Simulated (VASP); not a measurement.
# W (Im-3m) in VASP: settings compared, part 2 of 2

VASP 6.6.1. The steps go on from the part before.

**3. Relaxation of cell and atoms, PBE**

This run uses another cell than the first one, of 15.78 Å³/atom.

INCAR

```
SYSTEM = W
PREC = Accurate
ENCUT = 600
EDIFF = 1E-6
ISMEAR = 1
SIGMA = 0.1
LREAL = .False.
LASPH = .True.
NELM = 60
ALGO = Normal
ISIF = 3
LWAVE = .False.
LCHARG = .False.
GGA = PE
IBRION = 2
NSW = 60
EDIFFG = -0.005
```

KPOINTS

```
regular mesh
0
Gamma
  24 24 24
  0 0 0
```

POSCAR

```
W
1.0
   -1.5800000000      1.5800000000      1.5800000000
    1.5800000000     -1.5800000000      1.5800000000
    1.5800000000      1.5800000000     -1.5800000000
W
1
Direct
    0.0000000000      0.0000000000      0.0000000000
```

Potentials or basis: VASP PAW PBE potentials, release 64 (W_sv).

Started as:

```console
$ cat potpaw_PBE.64/W_sv/POTCAR > POTCAR
$ mpirun -np 1 vasp_std > vasp.out
```

OUTCAR:

```text
SYSTEM = W
   PREC = Accurate
   ENCUT = 600
   EDIFF = 1E-6
   ISMEAR = 1
   LREAL = .False.
   LASPH = .True.
   NELM = 60
   ISIF = 3
   GGA = PE
   IBRION = 2
   NSW = 60
   EDIFFG = -0.005

 ion  position               nearest neighbor table
   1  0.000  0.000  0.000-

  LATTYP: Found a body centered cubic cell.
 ALAT       =     3.1600000000

  Lattice vectors:

 A1 = (  -1.5800000000,   1.5800000000,   1.5800000000)
 A2 = (   1.5800000000,  -1.5800000000,   1.5800000000)
 A3 = (   1.5800000000,   1.5800000000,  -1.5800000000)

Analysis of symmetry for initial positions (statically):
=====================================================================
 Subroutine PRICEL returns:
 Original cell was already a primitive cell.

 Routine SETGRP: Setting up the symmetry group for a
 body centered cubic supercell.

 Subroutine GETGRP returns: Found 48 space group operations
 (whereof 48 operations were pure point group operations)
 out of a pool of 48 trial point group operations.

The static configuration has the point symmetry O_h .

Analysis of symmetry for dynamics (positions and initial velocities):
=====================================================================
 Subroutine PRICEL returns:
 Original cell was already a primitive cell.

 Routine SETGRP: Setting up the symmetry group for a
 body centered cubic supercell.

 Subroutine GETGRP returns: Found 48 space group operations
 (whereof 48 operations were pure point group operations)
 out of a pool of 48 trial point group operations.

The dynamic configuration has the point symmetry O_h .

 Subroutine INISYM returns: Found 48 space group operations
 (whereof 48 operations are pure point group operations),
 and found     1 'primitive' translations

----------------------------------------------------------------------------------------

                                     Primitive cell

  volume of cell :      15.7772

  direct lattice vectors                    reciprocal lattice vectors
    -1.580000000  1.580000000  1.580000000     0.000000000  0.316455696  0.316455696
     1.580000000 -1.580000000  1.580000000     0.316455696  0.000000000  0.316455696
     1.580000000  1.580000000 -1.580000000     0.316455696  0.316455696  0.000000000

  length of vectors
     2.736640276  2.736640276  2.736640276     0.447535937  0.447535937  0.447535937

  position of ions in fractional coordinates (direct lattice)
     0.000000000  0.000000000  0.000000000

  ion indices of the primitive-cell ions
   primitive index   ion index
                 1           1

----------------------------------------------------------------------------------------

 KPOINTS: regular mesh

Automatic generation of k-mesh.
 Grid dimensions read from file:
 generate k-points for:   24   24   24

 Generating k-lattice:

  Cartesian coordinates                     Fractional coordinates (reciprocal lattice)
     0.000000000  0.013185654  0.013185654     0.041666667  0.000000000  0.000000000
     0.013185654  0.000000000  0.013185654     0.000000000  0.041666667  0.000000000
     0.013185654  0.013185654  0.000000000     0.000000000  0.000000000  0.041666667
[... 42 lines left out ...]
   dimension x,y,z NGX =    24 NGY =   24 NGZ =   24
   dimension x,y,z NGXF=    48 NGYF=   48 NGZF=   48
   ions per type =               1
   NGX,Y,Z   is equivalent  to a cutoff of  14.58, 14.58, 14.58 a.u.
   NGXF,Y,Z  is equivalent  to a cutoff of  29.16, 29.16, 29.16 a.u.
 SYSTEM =  W
   PREC   = accura    normal or accurate (medium, high low for compatibility)
   ISTART =      0    job   : 0-new  1-cont  2-samecut
   ICHARG =      2    charge: 1-file 2-atom 10-const
   ISPIN  =      1    spin polarized calculation?
   LNONCOLLINEAR =      F non collinear calculations
   LSORBIT =      F    spin-orbit coupling
   LASPH  =      T    aspherical Exc in radial PAW
   ENCUT  =  600.0 eV  44.10 Ry    6.64 a.u.   5.47  5.47  5.47*2*pi/ulx,y,z
   NELM   =     60;   NELMIN=  2; NELMDL= -5     # of ELM steps
   EDIFF  = 0.1E-05   stopping-criterion for ELM
   LREAL  =      F    real-space projection
   EDIFFG = -.5E-02   stopping-criterion for IOM
   NSW    =     60    number of steps for IOM
   IBRION =      2    ionic relax: 0-MD 1-quasi-New 2-CG
   NFREE  =      1    steps in history (QN), initial steepest desc. (CG)
   ISIF   =      3    stress and relaxation
   ISYM   =      2    0-nonsym 1-usesym 2-fastsym
   POTIM  = 0.5000    time-step for ionic-motion
   TEBEG  =    0.0;   TEEND  =   0.0 temperature during run
   PSTRESS=    0.0 pullay stress
   NELECT =      14.0000    total number of electrons
   NUPDOWN=      -1.0000    fix difference up-down
   EMIN   =  10.00;   EMAX   =-10.00  energy-range for DOS
   EFERMI =   0.00;   METHOD = LEGACY
   ISMEAR =     1;   SIGMA  =   0.10  broadening in eV -4-tet -1-fermi 0-gaus
   EFERMI_NEDOS =   21; number of points for ismear=-14 and -15
   IALGO  =     38    algorithm
   IMIX   =      4    mixing-type and parameters
     AMIX     =   0.40;   BMIX     =  1.00
     AMIX_MAG =   1.60;   BMIX_MAG =  1.00
  volume/ion in A,a.u.               =      15.78       106.47
  Fermi-wavevector in a.u.,A,eV,Ry     =   1.573163  2.972847 33.672273  2.474842
  Thomas-Fermi vector in A             =   2.674489
   LORBIT       =      0    0 simple, 1 ext, 2 COOP (PROOUT), +10 PAW based schemes
   GGA     = PE    functional components
   LHFCALC =     F    Hartree Fock is set to
   AEXX    =    0.0000 exact exchange contribution
   IVDW    =     0    specifies the selected vdW correction
   LEPSILON=     F    determine dielectric tensor
   LRPA    =     F    only Hartree local field effects (RPA)
 conjugate gradient relaxation of ions
 non-spin polarized calculation
 Methfessel and Paxton  Order N= 1 SIGMA  =   0.10
  energy-cutoff  :      600.00
  volume of cell :       15.78
 maximum number of plane-waves:       543
 NGX is ok and might be reduce to    24
   NGX = 11   NGY = 11   NGZ = 11

--------------------------------------- Ionic step        1  -------------------------------------------

 number of electron      14.0000001 magnetization

 Free energy of the ion-electron system (eV)
  ---------------------------------------------------
  ext. energy  EPLUGINS =         0.00000000
  ---------------------------------------------------
  free energy    TOTEN  =       -12.94711821 eV

  energy without entropy =      -12.94703401  energy(sigma->0) =      -12.94709014

------------------------ aborting loop because EDIFF is reached ----------------------------------------

  FORCE on cell =-STRESS in cart. coord.  units (eV):
  Direction    XX          YY          ZZ          XY          YZ          ZX
  --------------------------------------------------------------------------------------
  -------------------------------------------------------------------------------------
  Total        0.7671404      0.7671404      0.7671404     -0.0000000     -0.0000000      0.0000000
  in kB       77.9029993     77.9029993     77.9029993     -0.0000000     -0.0000000      0.0000000
  external PRESSURE =      77.9029993 kB  Pullay stress =       0.0000000 kB
[... 92 lines left out ...]
--------------------------------------- Ionic step        4  -------------------------------------------

 number of electron      14.0000002 magnetization

 Free energy of the ion-electron system (eV)
  ---------------------------------------------------
  ext. energy  EPLUGINS =         0.00000000
  ---------------------------------------------------
  free energy    TOTEN  =       -12.95634099 eV

  energy without entropy =      -12.95624978  energy(sigma->0) =      -12.95631059

 E-fermi :  11.1952     XC(G=0): -13.5302

 val. band max:       11.1932801857   @ k =  -0.4583   0.4583   0.0417
 cond. band min:      11.2001364183   @ k =   0.1667   0.0000   0.0000
 fundamental gap:      0.0068562326
 Fermi energy:        11.1951847482

 k-point     1 :       0.0000    0.0000    0.0000
  band No.  band energies     occupation
      1     -63.0530      2.00000
      2     -26.6427      2.00000
      3     -26.6427      2.00000
      4     -26.6427      2.00000
      5       1.6332      2.00000
      6       9.9621      2.00000
      7       9.9621      2.00000
      8       9.9621      2.00000
      9      13.3740      0.00000
     10      13.3740      0.00000
     11      25.6333      0.00000
[... 309 lines left out ...]
 k-point    24 :       0.4583    0.0417    0.0000
  band No.  band energies     occupation
      1     -62.9301      2.00000
      2     -27.8377      2.00000
      3     -27.0411      2.00000
      4     -26.6576      2.00000
      5       5.0735      2.00000
      6       7.7082      2.00000
      7      11.5402     -0.00001
      8      13.2406      0.00000
      9      14.2929      0.00000
     10      17.1659      0.00000
     11      21.8966      0.00000

 [... further k-points ...]
[... 5 lines left out ...]
  --------------------------------------------------------------------------------------
  -------------------------------------------------------------------------------------
  Total       -0.0023729     -0.0023729     -0.0023729      0.0000000      0.0000000      0.0000000
  in kB       -0.2351653     -0.2351653     -0.2351653      0.0000000      0.0000000      0.0000000
  external PRESSURE =      -0.2351653 kB  Pullay stress =       0.0000000 kB
[... 16 lines left out ...]
  FREE ENERGIE OF THE ION-ELECTRON SYSTEM (eV)
  ---------------------------------------------------
  free  energy   TOTEN  =       -12.9563409929 eV

  energy  without entropy=      -12.9562497828  energy(sigma->0) =      -12.95631059

 reached required accuracy - stopping structural energy minimisation
```

Wall time 79 s (1 thread of Intel Xeon Platinum 8488C (Sapphire Rapids), shared host); peak memory 0.23 GiB.

What came out:

```yaml
Free_energy: -12.9563 eV
Relaxed_volume: 16.17 Å³/atom
Relaxed_cell: a = 2.759 Å, b = 2.759 Å, c = 2.759 Å, α = 109.47°, β = 109.47°, γ = 109.47°
Space_group_after_relaxing_to_0.1_Å: Im-3m (No. 229)
Energy_gained_by_relaxing: 9.2 meV/atom
Ionic_steps: 4
Pressure_after_relaxing: 0.0 GPa
Band_gap_on_the_k_mesh: zero (bands 7 and 8 overlap by 6.22 eV)
```

Step by step:
| step | energy change (eV) | largest force (eV/Å) | pressure (GPa) | volume (Å³) |
| --- | --- | --- | --- | --- |
| 1 | 0.0000 | 0.0000 | 7.79 | 15.78 |
| 2 | 0.0947 | 0.0000 | -21.65 | 17.59 |
| 3 | -0.0092 | 0.0000 | -0.25 | 16.18 |
| 4 | -0.0092 | 0.0000 | -0.02 | 16.17 |

Final structure:
```
W
1.0
    -1.59289    1.59289    1.59289
     1.59289   -1.59289    1.59289
     1.59289    1.59289   -1.59289
W
1
Cartesian
  0.0000 0.0000 0.0000
```

Levels at points of the mesh, in eV from the Fermi level:
| k point | band 5 | band 6 | band 7 | band 8 | band 9 | band 10 |
| --- | --- | --- | --- | --- | --- | --- |
| (0.00, 0.00, 0.00) | -9.56 | -1.23 | -1.23 | -1.23 | 2.18 | 2.18 |
| (0.50, 0.00, 0.00) | -6.18 | -3.51 | 0.58 | 2.06 | 3.02 | 5.94 |
| (0.50, 0.50, 0.50) | -5.71 | -5.71 | 4.99 | 4.99 | 4.99 | 8.05 |

Caveat: spin-orbit coupling is left out, which moves the levels of the heavy elements.
